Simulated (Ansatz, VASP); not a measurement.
Ir: VASP beside Ansatz

```
Ir
1.0
     0.00000    1.94850    1.91970
     1.91970    0.00000    1.91970
     1.91970    1.94850    0.00000
Ir
1
Direct
  0.00000 0.00000 0.00000
```

Change from the starting cell: strain +0.0150 x Voigt [0, 1, 0, 0, 0, 0], atoms carried along.

Alike in both runs: task single point; functional r2SCAN; k mesh 22 × 22 × 22; occupations gaussian, width 0.15 eV; no spin polarisation.

```csv
,VASP,Ansatz
version,VASP 6.6.1,Ansatz 0.2.0
potentials or method,"VASP PAW PBE potentials, release 64 (Ir), cutoff 520 eV","scalar-relativistic, plane waves, PAW"
valence electrons in the cell,9,17
```

Ansatz gave:

```
gap on the k mesh at the Fermi level (eV)                     : none
pressure (GPa)                                                : -3.9
traceless stress, the component that is largest in VASP (GPa) : -3.63
```

Q: What did VASP give for the same quantities?

A: gap on the k mesh at the Fermi level (eV): none; pressure (GPa): -1.5; traceless stress, the component that is largest in VASP (GPa): -3.63.

VASP's potentials were made for PBE, not for r2SCAN. A gap of «none» marks a metal or a gap that the smearing closes. The functional is the same, so the differences come from potentials, cutoffs and numerics. VASP's potentials hold 9 valence electrons a cell and Ansatz's 17, so a difference there can come from the potentials and not from the codes.

Neither program's run includes spin-orbit coupling.
